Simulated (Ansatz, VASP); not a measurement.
# Two plane-wave programs on CuF

Contents of POSCAR:

```
CuF
1.0
    2.7346299546      0.0000000000      0.0000000000
   -1.3673149773      2.3682590106      0.0000000000
    0.0000000000      0.0000000000      6.3373123585
Cu F
2 2
Direct
    0.0000000000      0.0000000000      0.0000000000
    0.0000000000      0.0000000000      0.5000000000
    0.3333333333      0.6666666667      0.2500000000
    0.6666666667      0.3333333333      0.7500000000
```

INCAR.step1

```
SYSTEM = CuF
PREC     = Accurate       ! precision mode
ENCUT    = 520            ! plane-wave cutoff, eV
ISMEAR   = -1             ! smearing method
SIGMA    = 0.02           ! smearing width, eV
LREAL    = .FALSE.        ! projectors in reciprocal space
LASPH    = .TRUE.         ! aspherical terms in the spheres
NELM     = 100            ! most SCF steps
NBANDS   = 26             ! bands
GGA      = PE             ! functional
ALGO     = Normal         ! electronic algorithm
EDIFF    = 1E-4           ! SCF threshold, eV
LWAVE    = .TRUE.         ! write WAVECAR
LCHARG   = .FALSE.        ! write CHGCAR
```

File INCAR.step2:

```
SYSTEM = CuF
PREC     = Accurate       ! precision mode
ENCUT    = 520            ! plane-wave cutoff, eV
EDIFF    = 1E-6           ! SCF threshold, eV
ISMEAR   = -1             ! smearing method
SIGMA    = 0.02           ! smearing width, eV
LREAL    = .FALSE.        ! projectors in reciprocal space
LASPH    = .TRUE.         ! aspherical terms in the spheres
NELM     = 100            ! most SCF steps
ALGO     = Normal         ! electronic algorithm
ISIF     = 2              ! what is computed and relaxed
LWAVE    = .FALSE.        ! write WAVECAR
LCHARG   = .FALSE.        ! write CHGCAR
METAGGA  = R2SCAN         ! meta-GGA
LMIXTAU  = .TRUE.       
NBANDS   = 26             ! bands
ISTART   = 1
```

Contents of KPOINTS:

```
regular mesh
0
G
  9 9 4
  0 0 0
```

Input for Ansatz:

```yaml
crystal:
  lattice:
    - [2.7346299546, 0.0, 0.0]
    - [-1.3673149773, 2.3682590106, 0.0]
    - [0.0, 0.0, 6.3373123585]
  atoms:
    - { symbol: Cu, position: [0.0, 0.0, 0.0] }
    - { symbol: Cu, position: [0.0, 0.0, 0.5] }
    - { symbol: F, position: [0.3333333333, 0.6666666667, 0.25] }
    - { symbol: F, position: [0.6666666667, 0.3333333333, 0.75] }
kpoints:
  mp_grid: { grid: [9, 9, 4] }
hamiltonian:
  xc: r2scan
scf:
  occupations: { method: fermi_dirac, width: 0.02 }
  n_extra_bands: 5
output:
  forces: true
  stress: true
  eigenvalues: true
```

Alike in both runs: task single point; functional r2SCAN; k mesh 9 × 9 × 4; occupations fermi-dirac, width 0.02 eV; no spin polarisation.

|  | VASP | Ansatz |
| --- | --- | --- |
| version | VASP 6.6.1 | Ansatz 0.2.0 |
| potentials or method | VASP PAW PBE potentials, release 64 (Cu, F) | plane waves, PAW |
| plane-wave cutoff (eV) | 520 | 500 |
| valence electrons in the cell | 36 | 52 |

VASP gave:

- pressure (GPa): 3.9
- traceless stress, the component that is largest in VASP (GPa): 1.42

Task: What did Ansatz give for the same quantities?

Result: Pressure (GPa): 3.8; traceless stress, the component that is largest in VASP (GPa): 0.97.

VASP's potentials were made for PBE, not for r2SCAN. VASP's potentials hold 36 valence electrons a cell and Ansatz's 52, so a difference there can come from the potentials and not from the codes.
